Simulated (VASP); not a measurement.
# Zn (Pm-3m) in VASP: notebook

The runs below take Zn through single point, with PBE.

All numbers are computed with VASP 6.6.1; they aren't measurements. Logs are shortened: lines on timing, memory, paths and dates and some standing lists are left out, and cuts for length are marked.

### 1 The cell of the first run

It takes space group Pm-3m (No. 221, cubic). The conventional cell has a = 2.614 Å, b = 2.614 Å, c = 2.614 Å, α = 90.00°, β = 90.00°, γ = 90.00°. Zn (site symmetry m-3m) has 6 Zn at 2.61 Å within 3.4 Å.

### 2 Single point, PBE

INCAR

```
PREC = Accurate
ENCUT = 520
EDIFF = 1E-6
ISMEAR = -1
SIGMA = 0.06122561905347299
LREAL = False
LASPH = True
NELM = 60
ALGO = Normal
ISIF = 2
LWAVE = False
LCHARG = True
GGA = PE
LELF = True
LVHAR = True
NBANDS = 12
```

KPOINTS

```
Automatic mesh
0
Gamma
  21 21 21
```

POSCAR

```
Zn
1.0
    2.6135686615      0.0000000000      0.0000000000
    0.0000000000      2.6135686615      0.0000000000
    0.0000000000      0.0000000000      2.6135686615
Zn
1
Direct
    0.0000000000      0.0000000000      0.0000000000
```

Potentials or basis: VASP PAW PBE potentials, release 64 (Zn).

The run is started by

```
cat potpaw_PBE.64/Zn/POTCAR > POTCAR
mpirun -np 1 vasp_std > vasp.out
```

OUTCAR:

```text
PREC = Accurate
   ENCUT = 520
   EDIFF = 1E-6
   ISMEAR = -1
   LREAL = False
   LASPH = True
   NELM = 60
   ISIF = 2
   GGA = PE

 ion  position               nearest neighbor table
   1  0.000  0.000  0.000-

  LATTYP: Found a simple cubic cell.
 ALAT       =     2.6135686615

  Lattice vectors:

 A1 = (   2.6135686615,   0.0000000000,   0.0000000000)
 A2 = (   0.0000000000,   2.6135686615,   0.0000000000)
 A3 = (   0.0000000000,   0.0000000000,   2.6135686615)

Analysis of symmetry for initial positions (statically):
=====================================================================
 Subroutine PRICEL returns:
 Original cell was already a primitive cell.

 Routine SETGRP: Setting up the symmetry group for a
 simple cubic supercell.

 Subroutine GETGRP returns: Found 48 space group operations
 (whereof 48 operations were pure point group operations)
 out of a pool of 48 trial point group operations.

The static configuration has the point symmetry O_h .

Analysis of symmetry for dynamics (positions and initial velocities):
=====================================================================
 Subroutine PRICEL returns:
 Original cell was already a primitive cell.

 Routine SETGRP: Setting up the symmetry group for a
 simple cubic supercell.

 Subroutine GETGRP returns: Found 48 space group operations
 (whereof 48 operations were pure point group operations)
 out of a pool of 48 trial point group operations.

The dynamic configuration has the point symmetry O_h .

 Subroutine INISYM returns: Found 48 space group operations
 (whereof 48 operations are pure point group operations),
 and found     1 'primitive' translations

----------------------------------------------------------------------------------------

                                     Primitive cell

  volume of cell :      17.8526

  direct lattice vectors                    reciprocal lattice vectors
     2.613568662  0.000000000  0.000000000     0.382618607  0.000000000  0.000000000
     0.000000000  2.613568662  0.000000000     0.000000000  0.382618607  0.000000000
     0.000000000  0.000000000  2.613568662     0.000000000  0.000000000  0.382618607

  length of vectors
     2.613568662  2.613568662  2.613568662     0.382618607  0.382618607  0.382618607

  position of ions in fractional coordinates (direct lattice)
     0.000000000  0.000000000  0.000000000

  ion indices of the primitive-cell ions
   primitive index   ion index
                 1           1

----------------------------------------------------------------------------------------

 KPOINTS: Automatic mesh

Automatic generation of k-mesh.
 Grid dimensions read from file:
 generate k-points for:   21   21   21

 Generating k-lattice:

  Cartesian coordinates                     Fractional coordinates (reciprocal lattice)
     0.018219934  0.000000000  0.000000000     0.047619048  0.000000000  0.000000000
     0.000000000  0.018219934  0.000000000     0.000000000  0.047619048  0.000000000
     0.000000000  0.000000000  0.018219934     0.000000000  0.000000000  0.047619048

  Length of vectors
     0.018219934  0.018219934  0.018219934

  Shift w.r.t. Gamma in fractional coordinates (k-lattice)
     0.000000000  0.000000000  0.000000000

 Subroutine IBZKPT returns following result:
 ===========================================

 Found    286 irreducible k-points:

 Following reciprocal coordinates:
            Coordinates               Weight
  0.000000  0.000000  0.000000      1.000000
  0.047619  0.000000  0.000000      6.000000
  0.095238  0.000000  0.000000      6.000000
  0.142857  0.000000  0.000000      6.000000
  0.190476  0.000000  0.000000      6.000000
  0.238095  0.000000  0.000000      6.000000
[... 16 lines left out ...]
  0.142857  0.095238  0.000000     24.000000
  0.190476  0.095238  0.000000     24.000000
 [... further k-points ...]
   k-points           NKPTS =    286   k-points in BZ     NKDIM =    286   number of bands    NBANDS=     12
   number of dos      NEDOS =    301   number of ions     NIONS =      1
   total plane-waves  NPLWV =   8000
   dimension x,y,z NGX =    20 NGY =   20 NGZ =   20
   dimension x,y,z NGXF=    40 NGYF=   40 NGZF=   40
   ions per type =               1
   NGX,Y,Z   is equivalent  to a cutoff of  12.72, 12.72, 12.72 a.u.
   NGXF,Y,Z  is equivalent  to a cutoff of  25.44, 25.44, 25.44 a.u.
 SYSTEM =  unknown system
   PREC   = accura    normal or accurate (medium, high low for compatibility)
   ISTART =      0    job   : 0-new  1-cont  2-samecut
   ICHARG =      2    charge: 1-file 2-atom 10-const
   ISPIN  =      1    spin polarized calculation?
   LNONCOLLINEAR =      F non collinear calculations
   LSORBIT =      F    spin-orbit coupling
   LASPH  =      T    aspherical Exc in radial PAW
   ENCUT  =  520.0 eV  38.22 Ry    6.18 a.u.   4.86  4.86  4.86*2*pi/ulx,y,z
   NELM   =     60;   NELMIN=  2; NELMDL= -5     # of ELM steps
   EDIFF  = 0.1E-05   stopping-criterion for ELM
   LREAL  =      F    real-space projection
   EDIFFG = 0.1E-04   stopping-criterion for IOM
   NSW    =      0    number of steps for IOM
   IBRION =     -1    ionic relax: 0-MD 1-quasi-New 2-CG
   NFREE  =      0    steps in history (QN), initial steepest desc. (CG)
   ISIF   =      2    stress and relaxation
   ISYM   =      2    0-nonsym 1-usesym 2-fastsym
   POTIM  = 0.5000    time-step for ionic-motion
   TEBEG  =    0.0;   TEEND  =   0.0 temperature during run
   PSTRESS=    0.0 pullay stress
   NELECT =      12.0000    total number of electrons
   NUPDOWN=      -1.0000    fix difference up-down
   EMIN   =  10.00;   EMAX   =-10.00  energy-range for DOS
   EFERMI =   0.00;   METHOD = LEGACY
   ISMEAR =    -1;   SIGMA  =   0.06  broadening in eV -4-tet -1-fermi 0-gaus
   EFERMI_NEDOS =   21; number of points for ismear=-14 and -15
   IALGO  =     38    algorithm
   IMIX   =      4    mixing-type and parameters
     AMIX     =   0.40;   BMIX     =  1.00
     AMIX_MAG =   1.60;   BMIX_MAG =  1.00
  volume/ion in A,a.u.               =      17.85       120.48
  Fermi-wavevector in a.u.,A,eV,Ry     =   1.434062  2.709985 27.980850  2.056534
  Thomas-Fermi vector in A             =   2.553512
   LORBIT       =      0    0 simple, 1 ext, 2 COOP (PROOUT), +10 PAW based schemes
   GGA     = PE    functional components
   LHFCALC =     F    Hartree Fock is set to
   AEXX    =    0.0000 exact exchange contribution
   IVDW    =     0    specifies the selected vdW correction
   LEPSILON=     F    determine dielectric tensor
   LRPA    =     F    only Hartree local field effects (RPA)
 non-spin polarized calculation
  energy-cutoff  :      520.00
  volume of cell :       17.85
 maximum number of plane-waves:       493
 NGX is ok and might be reduce to    20
   NGX =  9   NGY =  9   NGZ =  9

 number of electron      11.9999983 magnetization

 Free energy of the ion-electron system (eV)
  ---------------------------------------------------
  ext. energy  EPLUGINS =         0.00000000
  ---------------------------------------------------
  free energy    TOTEN  =        -0.88433057 eV

  energy without entropy =       -0.88122155  energy(sigma->0) =       -0.88277606

 E-fermi :   1.8894     XC(G=0): -10.6633

 val. band max:        1.7958619827   @ k =   0.4286   0.1905   0.0952
 cond. band min:       1.8976241683   @ k =   0.4762   0.2857   0.1429
 fundamental gap:      0.1017621856
 Fermi energy:         1.8894284164

 k-point     1 :       0.0000    0.0000    0.0000
  band No.  band energies     occupation
      1      -7.1992      2.00000
      2      -6.0578      2.00000
      3      -6.0578      2.00000
      4      -4.8714      2.00000
      5      -4.8714      2.00000
      6      -4.8714      2.00000
      7      14.2522      0.00000
      8      14.2522      0.00000
      9      14.2522      0.00000
     10      17.1742      0.00000
     11      17.1742      0.00000
     12      19.9390      0.00000

 k-point     2 :       0.0476    0.0000    0.0000
  band No.  band energies     occupation
      1      -7.1483      2.00000
      2      -6.0550      2.00000
      3      -6.0436      2.00000
      4      -4.8793      2.00000
      5      -4.8793      2.00000
      6      -4.8707      2.00000
      7      13.3246      0.00000
      8      14.3115      0.00000
      9      14.3115      0.00000
     10      17.2118      0.00000
     11      17.8966      0.00000
     12      20.2582      0.00000

 k-point     3 :       0.0952    0.0000    0.0000
  band No.  band energies     occupation
      1      -6.9989      2.00000
      2      -6.0467      2.00000
      3      -5.9986      2.00000
      4      -4.9025      2.00000
      5      -4.9025      2.00000
      6      -4.8688      2.00000
      7      11.6726      0.00000
      8      14.4882      0.00000
      9      14.4882      0.00000
     10      17.3250      0.00000
     11      18.6968      0.00000
     12      21.4493      0.00000
[... 286 lines left out ...]
 k-point    23 :       0.1429    0.0952    0.0000
  band No.  band energies     occupation
      1      -6.5686      2.00000
      2      -5.9863      2.00000
      3      -5.8932      2.00000
      4      -4.9632      2.00000
      5      -4.9359      2.00000
      6      -4.8956      2.00000
      7      10.0956      0.00000
      8      12.2344      0.00000
      9      15.0146      0.00000
     10      18.3623      0.00000
     11      21.2253      0.00000
     12      23.4940      0.00000

 k-point    24 :       0.1905    0.0952    0.0000
  band No.  band energies     occupation
      1      -6.3094      2.00000
      2      -5.9646      2.00000
      3      -5.7282      2.00000
      4      -4.9959      2.00000
      5      -4.9808      2.00000
      6      -4.8916      2.00000
      7       8.4070      0.00000
      8      12.5795      0.00000
      9      15.4140      0.00000
     10      18.6397      0.00000
     11      21.5581      0.00000
     12      25.2966      0.00000

 [... further k-points ...]
[... 5 lines left out ...]
  --------------------------------------------------------------------------------------
  -------------------------------------------------------------------------------------
  Total        0.1256177      0.1256177      0.1256177     -0.0000000      0.0000000     -0.0000000
  in kB       11.2735261     11.2735261     11.2735261     -0.0000000      0.0000000     -0.0000000
  external PRESSURE =      11.2735261 kB  Pullay stress =       0.0000000 kB

 VOLUME and BASIS-vectors are now :
 -----------------------------------------------------------------------------
  energy-cutoff  :      520.00
  volume of cell :       17.85
      direct lattice vectors                 reciprocal lattice vectors
     2.613568662  0.000000000  0.000000000     0.382618607  0.000000000  0.000000000
     0.000000000  2.613568662  0.000000000     0.000000000  0.382618607  0.000000000
     0.000000000  0.000000000  2.613568662     0.000000000  0.000000000  0.382618607

 POSITION                                       TOTAL-FORCE (eV/Angst)
 -----------------------------------------------------------------------------------
      0.00000      0.00000      0.00000         0.000000      0.000000      0.000000
 -----------------------------------------------------------------------------------
    total drift:                               -0.000000      0.000000      0.000000

  FREE ENERGIE OF THE ION-ELECTRON SYSTEM (eV)
  ---------------------------------------------------
  free  energy   TOTEN  =        -0.8843305688 eV

  energy  without entropy=       -0.8812215458  energy(sigma->0) =       -0.88277606
```

Wall time 23 s (1 thread of Intel Xeon Platinum 8375C at 2.90GHz (Ice Lake), shared host); peak memory 0.16 GiB.

Results:

- Free energy: -0.8843 eV
- Pressure: 1.1 GPa
- Band gap on the k mesh: zero (band 6 reaches 7.08 eV, above the bottom of band 7 at -0.40 eV)

Levels at points of the mesh, in eV from the Fermi level:
```
           k point  band 4  band 5  band 6  band 7  band 8  band 9
(0.00, 0.00, 0.00)   -6.76   -6.76   -6.76   12.36   12.36   12.36
```

### 3 Single point, PBE

INCAR

```
SYSTEM = Zn
PREC     = Accurate       ! precision mode
ENCUT    = 520            ! plane-wave cutoff, eV
EDIFF    = 1E-7           ! SCF threshold, eV
ISMEAR   = -1             ! smearing method
SIGMA    = 0.06122561905347299 ! smearing width, eV
LREAL    = .FALSE.        ! projectors in reciprocal space
LASPH    = .TRUE.         ! aspherical terms in the spheres
NELM     = 60             ! most SCF steps
ALGO     = Normal         ! electronic algorithm
ISIF     = 2              ! what is computed and relaxed
LWAVE    = .FALSE.        ! write WAVECAR
LCHARG   = .FALSE.        ! write CHGCAR
GGA      = PE             ! functional
NBANDS   = 12             ! bands
```

KPOINTS

```
regular mesh
0
G
  21 21 21
  0 0 0
```

POSCAR is that of step 2.

Potentials or basis: VASP PAW PBE potentials, release 64 (Zn).

The run is started by

```
cat potpaw_PBE.64/Zn/POTCAR > POTCAR
mpirun -np 1 vasp_std > vasp.out
```

Run time: 28 s. Hardware: 1 thread of Intel Xeon Platinum 8375C at 2.90GHz (Ice Lake), shared host; peak memory 0.17 GiB.

It converged, with:

```
Free energy            : -0.8843 eV
Pressure               : 1.2 GPa
Band gap on the k mesh : zero (band 6 reaches 7.08 eV, above the bottom of band 7 at -0.40 eV)
```

Levels at points of the mesh, in eV from the Fermi level:
| k point | band 3 | band 4 | band 5 | band 6 | band 7 | band 8 | band 9 | band 10 |
| --- | --- | --- | --- | --- | --- | --- | --- | --- |
| (0.00, 0.00, 0.00) | -7.95 | -6.76 | -6.76 | -6.76 | 12.36 | 12.36 | 12.36 | 15.28 |

### 4 Single point, PBE

This run uses another cell than the first one, of 18.22 Å³/atom, 1.020 times its volume.

INCAR

```
ALGO = Normal
EDIFF = 1E-7
ENCUT = 520
GGA = PE
ISIF = 2
ISMEAR = -1
LASPH = True
LCHARG = False
LREAL = False
LWAVE = False
NBANDS = 12
NELM = 60
PREC = Accurate
SIGMA = 0.06122561905347299
```

KPOINTS

```
k-points
0
Gamma
  21 21 21
```

POSCAR

```
Zn
1.0
    2.6312284449      0.0000000000      0.0000000000
    0.0000000000      2.6312284449      0.0000000000
    0.0000000000      0.0000000000      2.6312284449
Zn
1
Direct
    0.0000000000      0.0000000000      0.0000000000
```

The run is started by

```
cat potpaw_PBE.64/Zn/POTCAR > POTCAR
mpirun -np 1 vasp_std > vasp.out
```

Wall time 29 s (1 thread of Intel Xeon Platinum 8375C at 2.90GHz (Ice Lake), shared host); peak memory 0.17 GiB.

It converged, with:

```yaml
Free_energy: -0.8858 eV
Pressure: 0.1 GPa
Band_gap_on_the_k_mesh: zero (band 6 reaches 6.88 eV, above the bottom of band 7 at -0.49 eV)
```

Levels at points of the mesh, in eV from the Fermi level:
```
           k point  band 4  band 5  band 6  band 7  band 8  band 9
(0.00, 0.00, 0.00)   -6.74   -6.74   -6.74   12.20   12.20   12.20
```

### 5 Single point, PBE

This run uses another cell than the first one, of 18.22 Å³/atom, 1.020 times its volume.

INCAR

```
SYSTEM = Zn
  PREC = Accurate
  ENCUT = 520
  EDIFF = 1E-6
  ISMEAR = -1
  SIGMA = 0.06122561905347299
  LREAL = .False.
  LASPH = .True.
  NELM = 60
  ALGO = Normal
  ISIF = 2
  LWAVE = .False.
  LCHARG = .False.
  GGA = PE
  NBANDS = 12
```

KPOINTS

```
regular mesh
0
Gamma
  21 21 21
  0 0 0
```

POSCAR is that of step 4.

The run is started by

```
cat potpaw_PBE.64/Zn/POTCAR > POTCAR
mpirun -np 1 vasp_std > vasp.out
```

Wall time 27 s (1 thread of Intel Xeon Platinum 8375C at 2.90GHz (Ice Lake), shared host); peak memory 0.17 GiB.

It converged, with:

```
Free energy            : -0.8858 eV
Pressure               : 0.1 GPa
Band gap on the k mesh : zero (band 6 reaches 6.88 eV, above the bottom of band 7 at -0.49 eV)
```

Levels at points of the mesh, in eV from the Fermi level:
```tsv
k point	band 4	band 5	band 6	band 7	band 8	band 9
(0.00, 0.00, 0.00)	-6.74	-6.74	-6.74	12.20	12.20	12.20
```
